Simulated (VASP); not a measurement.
# GdN (Fm-3m) in VASP: notebook

GdN is run at these levels: PBE+U; tasks: single point.

All numbers are computed with VASP 6.6.1; they aren't measurements. Logs are shortened: lines on timing, memory, paths and dates and some standing lists are left out, and cuts for length are marked.

## (1) The cell of the first run

It takes space group Fm-3m (No. 225, cubic). Conventional cell: a = 5.035 Å, b = 5.035 Å, c = 5.035 Å, α = 90.00°, β = 90.00°, γ = 90.00°. Gd (site symmetry m-3m) has 6 N at 2.52 Å within 3.3 Å. N (site symmetry m-3m) has 6 Gd at 2.52 Å within 3.3 Å.

## (2) Single point, PBE+U, collinear spin (15.96 Å³/atom)

Input file INCAR:

```
SYSTEM = GdN
  PREC = Accurate
  ENCUT = 520
  EDIFF = 1E-6
  ISMEAR = 0
  SIGMA = 0.05
  LREAL = .FALSE.
  LASPH = .TRUE.
  NELM = 150
  ALGO = Normal
  ISIF = 2
  LWAVE = .FALSE.
  LCHARG = .TRUE.
  ISPIN = 2
  MAGMOM = 7.64 -0.16
  LORBIT = 11
  LMAXMIX = 6
  LDAU = .TRUE.
  LDAUTYPE = 2
  LDAUL = 3 -1
  LDAUU = 6 0
  LDAUJ = 0 0
  LDAUPRINT = 1
  GGA = PE
  LELF = .TRUE.
  LVHAR = .TRUE.
  NBANDS = 22
```

Input file KPOINTS:

```
regular mesh
0
G
  10 10 10
  0 0 0
```

Input file POSCAR:

```
GdN
1.0
    0.0000000000      2.5175779858      2.5175779858
    2.5175779858      0.0000000000      2.5175779858
    2.5175779858      2.5175779858      0.0000000000
Gd N
1 1
Direct
    0.0000000000      0.0000000000      0.0000000000
    0.5000000000      0.5000000000      0.5000000000
```

Potentials or basis: VASP PAW PBE potentials, release 64 (Gd, N).

On the command line:

```
$ cat potpaw_PBE.64/Gd/POTCAR potpaw_PBE.64/N/POTCAR > POTCAR
$ mpirun -np 1 vasp_std > vasp.out
```

OUTCAR:

```text
SYSTEM = GdN
   PREC = Accurate
   ENCUT = 520
   EDIFF = 1E-6
   ISMEAR = 0
   LREAL = .FALSE.
   LASPH = .TRUE.
   NELM = 150
   ISIF = 2
   ISPIN = 2
   LORBIT = 11
   GGA = PE

 ion  position               nearest neighbor table
   1  0.000  0.000  0.000-   2 2.52   2 2.52   2 2.52   2 2.52   2 2.52   2 2.52
   2  0.500  0.500  0.500-   1 2.52   1 2.52   1 2.52   1 2.52   1 2.52   1 2.52

  LATTYP: Found a face centered cubic cell.
 ALAT       =     5.0351559716

  Lattice vectors:

 A1 = (   0.0000000000,   2.5175779858,   2.5175779858)
 A2 = (   2.5175779858,   0.0000000000,   2.5175779858)
 A3 = (   2.5175779858,   2.5175779858,   0.0000000000)

Analysis of symmetry for initial positions (statically):
=====================================================================
 Subroutine PRICEL returns:
 Original cell was already a primitive cell.

 Routine SETGRP: Setting up the symmetry group for a
 face centered cubic supercell.

 Subroutine GETGRP returns: Found 48 space group operations
 (whereof 48 operations were pure point group operations)
 out of a pool of 48 trial point group operations.

The static configuration has the point symmetry O_h .

Analysis of symmetry for dynamics (positions and initial velocities):
=====================================================================
 Subroutine PRICEL returns:
 Original cell was already a primitive cell.

 Routine SETGRP: Setting up the symmetry group for a
 face centered cubic supercell.

 Subroutine GETGRP returns: Found 48 space group operations
 (whereof 48 operations were pure point group operations)
 out of a pool of 48 trial point group operations.

The dynamic configuration has the point symmetry O_h .

Analysis of structural, dynamic, and magnetic symmetry:
=====================================================================
 Subroutine PRICEL returns:
 Original cell was already a primitive cell.

 Routine SETGRP: Setting up the symmetry group for a
 face centered cubic supercell.

 Subroutine GETGRP returns: Found 48 space group operations
 (whereof 48 operations were pure point group operations)
 out of a pool of 48 trial point group operations.

The overall configuration has the point symmetry O_h .

 Subroutine INISYM returns: Found 48 space group operations
 (whereof 48 operations are pure point group operations),
 and found     1 'primitive' translations

----------------------------------------------------------------------------------------

                                     Primitive cell

  volume of cell :      31.9138

  direct lattice vectors                    reciprocal lattice vectors
     0.000000000  2.517577986  2.517577986    -0.198603580  0.198603580  0.198603580
     2.517577986  0.000000000  2.517577986     0.198603580 -0.198603580  0.198603580
     2.517577986  2.517577986  0.000000000     0.198603580  0.198603580 -0.198603580

  length of vectors
     3.560392932  3.560392932  3.560392932     0.343991490  0.343991490  0.343991490

  position of ions in fractional coordinates (direct lattice)
     0.000000000  0.000000000  0.000000000
     0.500000000  0.500000000  0.500000000

  ion indices of the primitive-cell ions
   primitive index   ion index
                 1           1
                 2           2

----------------------------------------------------------------------------------------

 KPOINTS: regular mesh

Automatic generation of k-mesh.
 Grid dimensions read from file:
[... 59 lines left out ...]
   ISPIN  =      2    spin polarized calculation?
   LNONCOLLINEAR =      F non collinear calculations
   LSORBIT =      F    spin-orbit coupling
   LASPH  =      T    aspherical Exc in radial PAW
   ENCUT  =  520.0 eV  38.22 Ry    6.18 a.u.   6.62  6.62  6.62*2*pi/ulx,y,z
   NELM   =    150;   NELMIN=  2; NELMDL= -5     # of ELM steps
   EDIFF  = 0.1E-05   stopping-criterion for ELM
   LREAL  =      F    real-space projection
   EDIFFG = 0.1E-04   stopping-criterion for IOM
   NSW    =      0    number of steps for IOM
   IBRION =     -1    ionic relax: 0-MD 1-quasi-New 2-CG
   NFREE  =      0    steps in history (QN), initial steepest desc. (CG)
   ISIF   =      2    stress and relaxation
   ISYM   =      2    0-nonsym 1-usesym 2-fastsym
   POTIM  = 0.5000    time-step for ionic-motion
   TEBEG  =    0.0;   TEEND  =   0.0 temperature during run
   PSTRESS=    0.0 pullay stress
   NELECT =      23.0000    total number of electrons
   NUPDOWN=      -1.0000    fix difference up-down
   EMIN   =  10.00;   EMAX   =-10.00  energy-range for DOS
   EFERMI =   0.00;   METHOD = LEGACY
   ISMEAR =     0;   SIGMA  =   0.05  broadening in eV -4-tet -1-fermi 0-gaus
   EFERMI_NEDOS =   21; number of points for ismear=-14 and -15
   IALGO  =     38    algorithm
   IMIX   =      4    mixing-type and parameters
     AMIX     =   0.40;   BMIX     =  1.00
     AMIX_MAG =   1.60;   BMIX_MAG =  1.00
  volume/ion in A,a.u.               =      15.96       107.68
  Fermi-wavevector in a.u.,A,eV,Ry     =   1.467769  2.773682 29.311673  2.154347
  Thomas-Fermi vector in A             =   2.583347
   LORBIT       =     11    0 simple, 1 ext, 2 COOP (PROOUT), +10 PAW based schemes
 LDA+U is selected, type is set to LDAUTYPE =  2
   angular momentum for each species LDAUL =     3   -1
   U (eV)           for each species LDAUU =   6.0  0.0
   J (eV)           for each species LDAUJ =   0.0  0.0
   GGA     = PE    functional components
   LHFCALC =     F    Hartree Fock is set to
   AEXX    =    0.0000 exact exchange contribution
   IVDW    =     0    specifies the selected vdW correction
   LEPSILON=     F    determine dielectric tensor
   LRPA    =     F    only Hartree local field effects (RPA)
 spin polarized calculation
 Gauss-broadening in eV      SIGMA  =   0.05
  energy-cutoff  :      520.00
  volume of cell :       31.91
 maximum number of plane-waves:       889
   NGX = 13   NGY = 13   NGZ = 13

atom =   1  type =  1  l = 3

 onsite density matrix

spin component  1

  0.9918 -0.0000  0.0010 -0.0000 -0.0000  0.0000  0.0000
 -0.0000  0.9893  0.0000  0.0000 -0.0000  0.0000 -0.0000
  0.0010  0.0000  0.9913  0.0000  0.0000  0.0000  0.0000
 -0.0000  0.0000  0.0000  0.9926 -0.0000 -0.0000  0.0000
 -0.0000 -0.0000  0.0000 -0.0000  0.9913  0.0000 -0.0010
  0.0000  0.0000  0.0000 -0.0000  0.0000  0.9905  0.0000
  0.0000 -0.0000  0.0000  0.0000 -0.0010  0.0000  0.9918

spin component  2

  0.0073  0.0000  0.0032 -0.0000 -0.0000 -0.0000  0.0000
  0.0000  0.0004 -0.0000 -0.0000  0.0000 -0.0000  0.0000
  0.0032 -0.0000  0.0057  0.0000 -0.0000 -0.0000  0.0000
 -0.0000 -0.0000  0.0000  0.0098  0.0000  0.0000  0.0000
 -0.0000  0.0000 -0.0000  0.0000  0.0057  0.0000 -0.0032
 -0.0000 -0.0000 -0.0000  0.0000  0.0000  0.0033 -0.0000
  0.0000  0.0000  0.0000  0.0000 -0.0032 -0.0000  0.0073

 occupancies and eigenvectors

  o =  0.0004  v =  0.0000  0.0000  0.0000  0.0000  0.0000  0.0000  0.0000 -0.0000  1.0000  0.0000 -0.0000  0.0000  0.0000  0.0000      0.0000  0.0000  0.0000  0.0000  0.0000  0.0000  0.0000  0.0000  0.0000  0.0000  0.0000  0.0000  0.0000  0.0000
  o =  0.0033  v =  0.0000  0.0000  0.0000  0.0000  0.0000  0.0000  0.0000 -0.0000 -0.0000  0.0000 -0.0000  0.0010  1.0000  0.0008      0.0000  0.0000  0.0000  0.0000  0.0000  0.0000  0.0000  0.0000  0.0000  0.0000  0.0000  0.0000  0.0000  0.0000
  o =  0.0033  v =  0.0000  0.0000  0.0000  0.0000  0.0000  0.0000  0.0000  0.0003 -0.0000 -0.0003  0.0000  0.7906 -0.0012  0.6124      0.0000  0.0000  0.0000  0.0000  0.0000  0.0000  0.0000  0.0000  0.0000  0.0000  0.0000  0.0000  0.0000  0.0000
  o =  0.0033  v =  0.0000  0.0000  0.0000  0.0000  0.0000  0.0000  0.0000 -0.6124 -0.0000  0.7906 -0.0000  0.0003 -0.0000  0.0003      0.0000  0.0000  0.0000  0.0000  0.0000  0.0000  0.0000  0.0000  0.0000  0.0000  0.0000  0.0000  0.0000  0.0000
  o =  0.0098  v =  0.0000  0.0000  0.0000  0.0000  0.0000  0.0000  0.0000 -0.0003  0.0000 -0.0002  1.0000  0.0011  0.0000 -0.0014      0.0000  0.0000  0.0000  0.0000  0.0000  0.0000  0.0000  0.0000  0.0000  0.0000  0.0000  0.0000  0.0000  0.0000
  o =  0.0098  v =  0.0000  0.0000  0.0000  0.0000  0.0000  0.0000  0.0000  0.0010  0.0000  0.0008 -0.0018  0.6124 -0.0000 -0.7906      0.0000  0.0000  0.0000  0.0000  0.0000  0.0000  0.0000  0.0000  0.0000  0.0000  0.0000  0.0000  0.0000  0.0000
  o =  0.0098  v =  0.0000  0.0000  0.0000  0.0000  0.0000  0.0000  0.0000 -0.7906  0.0000 -0.6124 -0.0004  0.0008  0.0000 -0.0010      0.0000  0.0000  0.0000  0.0000  0.0000  0.0000  0.0000  0.0000  0.0000  0.0000  0.0000  0.0000  0.0000  0.0000
  o =  0.9893  v = -0.0000  1.0000  0.0000  0.0000 -0.0000 -0.0000  0.0000  0.0000  0.0000  0.0000  0.0000  0.0000  0.0000  0.0000      0.0000  0.0000  0.0000  0.0000  0.0000  0.0000  0.0000  0.0000  0.0000  0.0000  0.0000  0.0000  0.0000  0.0000
  o =  0.9905  v =  0.0025  0.0000 -0.0033  0.0000 -0.7658 -0.2483 -0.5932  0.0000  0.0000  0.0000  0.0000  0.0000  0.0000  0.0000      0.0000  0.0000  0.0000  0.0000  0.0000  0.0000  0.0000  0.0000  0.0000  0.0000  0.0000  0.0000  0.0000  0.0000
  o =  0.9905  v =  0.0002 -0.0000 -0.0002 -0.0000  0.1963 -0.9687  0.1520  0.0000  0.0000  0.0000  0.0000  0.0000  0.0000  0.0000      0.0000  0.0000  0.0000  0.0000  0.0000  0.0000  0.0000  0.0000  0.0000  0.0000  0.0000  0.0000  0.0000  0.0000
  o =  0.9905  v = -0.6124 -0.0000  0.7906  0.0000 -0.0031 -0.0013 -0.0024  0.0000  0.0000  0.0000  0.0000  0.0000  0.0000  0.0000      0.0000  0.0000  0.0000  0.0000  0.0000  0.0000  0.0000  0.0000  0.0000  0.0000  0.0000  0.0000  0.0000  0.0000
  o =  0.9926  v =  0.7906 -0.0000  0.6124  0.0000 -0.0000  0.0000  0.0000  0.0000  0.0000  0.0000  0.0000  0.0000  0.0000  0.0000      0.0000  0.0000  0.0000  0.0000  0.0000  0.0000  0.0000  0.0000  0.0000  0.0000  0.0000  0.0000  0.0000  0.0000
  o =  0.9926  v = -0.0000 -0.0000  0.0000 -0.0361 -0.6120 -0.0000  0.7901  0.0000  0.0000  0.0000  0.0000  0.0000  0.0000  0.0000      0.0000  0.0000  0.0000  0.0000  0.0000  0.0000  0.0000  0.0000  0.0000  0.0000  0.0000  0.0000  0.0000  0.0000
  o =  0.9926  v =  0.0000 -0.0000 -0.0000  0.9993 -0.0221 -0.0000  0.0286  0.0000  0.0000  0.0000  0.0000  0.0000  0.0000  0.0000      0.0000  0.0000  0.0000  0.0000  0.0000  0.0000  0.0000  0.0000  0.0000  0.0000  0.0000  0.0000  0.0000  0.0000

 number of electron      23.0000000 magnetization       7.0000736

 Free energy of the ion-electron system (eV)
  ---------------------------------------------------
  ext. energy  EPLUGINS =         0.00000000
  ---------------------------------------------------
  free energy    TOTEN  =       -22.80858309 eV

  energy without entropy =      -22.80836374  energy(sigma->0) =      -22.80847342

 E-fermi :   3.5835     XC(G=0): -11.4253

 val. band max:        3.5757844234   @ k =   0.1000   0.1000   0.0000
 cond. band min:       3.8089259211   @ k =   0.0000   0.0000   0.0000
 fundamental gap:      0.2331414977
 Fermi energy:         3.5834527015

 spin component 1

 k-point     1 :       0.0000    0.0000    0.0000
  band No.  band energies     occupation
      1     -40.1819      1.00000
      2     -17.1898      1.00000
      3     -17.1898      1.00000
      4     -17.1898      1.00000
      5      -9.1421      1.00000
      6      -2.7637      1.00000
[... 1193 lines left out ...]
     21      14.1714      0.00000
     22      17.5777      0.00000

 [... further k-points ...]
[... 5 lines left out ...]
  --------------------------------------------------------------------------------------
  -------------------------------------------------------------------------------------
  Total       -0.4739999     -0.4739999     -0.4739999      0.0000000     -0.0000000      0.0000000
  in kB      -23.7963347    -23.7963347    -23.7963347      0.0000000     -0.0000000      0.0000000
  external PRESSURE =     -23.7963347 kB  Pullay stress =       0.0000000 kB

 VOLUME and BASIS-vectors are now :
 -----------------------------------------------------------------------------
  energy-cutoff  :      520.00
  volume of cell :       31.91
      direct lattice vectors                 reciprocal lattice vectors
     0.000000000  2.517577986  2.517577986    -0.198603580  0.198603580  0.198603580
     2.517577986  0.000000000  2.517577986     0.198603580 -0.198603580  0.198603580
     2.517577986  2.517577986  0.000000000     0.198603580  0.198603580 -0.198603580

 POSITION                                       TOTAL-FORCE (eV/Angst)
 -----------------------------------------------------------------------------------
      0.00000      0.00000      0.00000         0.000000     -0.000000      0.000000
      2.51758      2.51758      2.51758        -0.000000      0.000000     -0.000000
 -----------------------------------------------------------------------------------
    total drift:                                0.000000      0.000000      0.000000

  FREE ENERGIE OF THE ION-ELECTRON SYSTEM (eV)
  ---------------------------------------------------
  free  energy   TOTEN  =       -22.8085830925 eV

  energy  without entropy=      -22.8083637410  energy(sigma->0) =      -22.80847342

 total charge

# of ion       s       p       d       f       tot
--------------------------------------------------
    1        2.033   5.663   0.525   6.971  15.193
    2        1.247   2.375   0.000   0.000   3.622
--------------------------------------------------
tot          3.281   8.038   0.525   6.971  18.816

 magnetization (x)

# of ion       s       p       d       f       tot
--------------------------------------------------
    1       -0.006  -0.086   0.070   6.895   6.872
    2       -0.009  -0.104   0.000   0.000  -0.113
--------------------------------------------------
tot         -0.015  -0.191   0.070   6.895   6.759
```

Wall time 3 min (1 thread of Intel Xeon 8259CL, shared host); peak memory 0.22 GiB.

What came out:

| Quantity | Value |
| --- | --- |
| Free energy | -22.8086 eV |
| Pressure | -2.4 GPa |
| Band gap on the k mesh | zero (filled and empty bands overlap) |
| Net moment | 7.00 μB per cell |
| Site moments | Gd +6.87; N -0.11 μB |
| Valence electrons inside the program's atomic spheres | Gd 15.19; N 3.62 |

Eigenvalues of the final occupation matrices:
```tsv
site	spin	trace	eigenvalues
site 1 f	1	6.94	0.99 0.99 0.99 0.99 0.99 0.99 0.99
site 1 f	2	0.04	0.00 0.00 0.00 0.00 0.01 0.01 0.01
```

Caveat: spin-orbit coupling is left out, which moves the levels of the heavy elements; a cell with one magnetic atom can't hold antiferromagnetic order, which such compounds often take.

## (3) Single point, PBE+U, collinear spin (16.27 Å³/atom)

This run uses another cell than the first one, of 16.27 Å³/atom.

Input file INCAR:

```
PREC     = Accurate       # precision mode
ENCUT    = 520            # plane-wave cutoff, eV
EDIFF    = 1E-6           # SCF threshold, eV
ISMEAR   = 0              # smearing method
SIGMA    = 0.05           # smearing width, eV
LREAL    = False          # projectors in reciprocal space
LASPH    = True           # aspherical terms in the spheres
NELM     = 150            # most SCF steps
ALGO     = Normal         # electronic algorithm
ISIF     = 2              # what is computed and relaxed
LWAVE    = False          # write WAVECAR
LCHARG   = False          # write CHGCAR
ISPIN    = 2              # spin polarisation
MAGMOM   = 7.64 -0.16     # initial moments
LORBIT   = 11             # projections on sites
LMAXMIX  = 6              # l up to which the mixer works
LDAU     = True           # DFT+U
LDAUTYPE = 2            
LDAUL    = 3 -1           # shell
LDAUU    = 6 0            # U, eV
LDAUJ    = 0 0          
LDAUPRINT= 1            
GGA      = PE             # functional
NBANDS   = 22             # bands
```

Input file KPOINTS:

```
Automatic mesh
0
Gamma
  10 10 10
```

Input file POSCAR:

```
GdN
1.0
    0.0000000000      2.5339263529      2.5339263529
    2.5339263529      0.0000000000      2.5339263529
    2.5339263529      2.5339263529      0.0000000000
Gd N
1 1
Direct
    0.0000000000      0.0000000000      0.0000000000
    0.5000000000      0.5000000000      0.5000000000
```

Potentials or basis: VASP PAW PBE potentials, release 64 (Gd, N).

On the command line:

```
$ cat potpaw_PBE.64/Gd/POTCAR potpaw_PBE.64/N/POTCAR > POTCAR
$ mpirun -np 1 vasp_std > vasp.out
```

Run time: 3.1 min. Hardware: 1 thread of Intel Xeon 8259CL, shared host; peak memory 0.22 GiB.

Results (log left out):

| Property | Result |
| --- | --- |
| Free energy | -22.7941 eV |
| Pressure | -5.0 GPa |
| Band gap on the k mesh | zero (filled and empty bands overlap) |
| Net moment | 7.00 μB per cell |
| Site moments | Gd +6.87; N -0.11 μB |
| Valence electrons inside the program's atomic spheres | Gd 15.18; N 3.61 |

Levels at points of the mesh, in eV from the Fermi level:
Spin up:
```tsv
k point	band 11	band 12	band 13	band 14	band 15	band 16	band 17	band 18	band 19	band 20
(0.00, 0.00, 0.00)	-6.25	-6.25	0.21	0.21	0.21	2.60	2.60	2.60	3.02	4.59
(0.50, 0.00, 0.00)	-6.24	-6.21	-4.03	-2.22	-2.22	5.07	5.74	5.74	6.37	9.57
(0.50, 0.50, 0.00)	-6.30	-6.29	-1.33	-0.20	-0.20	-0.20	6.23	6.33	7.33	7.33
```
Spin down:
```csv
k point,band 6,band 7,band 8,band 9,band 10,band 11
"(0.00, 0.00, 0.00)",-0.32,-0.32,-0.32,3.40,3.40,3.40
"(0.50, 0.00, 0.00)",-3.80,-2.14,-2.14,4.36,4.71,4.71
"(0.50, 0.50, 0.00)",-1.06,-0.45,-0.45,0.44,4.78,4.81
```

Eigenvalues of the final occupation matrices:
| site | spin | trace | eigenvalues |
| --- | --- | --- | --- |
| site 1 f | 1 | 6.94 | 0.99 0.99 0.99 0.99 0.99 0.99 0.99 |
| site 1 f | 2 | 0.04 | 0.00 0.00 0.00 0.00 0.01 0.01 0.01 |

Caveat: the cell stands under tension; spin-orbit coupling is left out, which moves the levels of the heavy elements; a cell with one magnetic atom can't hold antiferromagnetic order, which such compounds often take.

The gap in the log of VASP goes by the Fermi energy; the results here count the filled bands.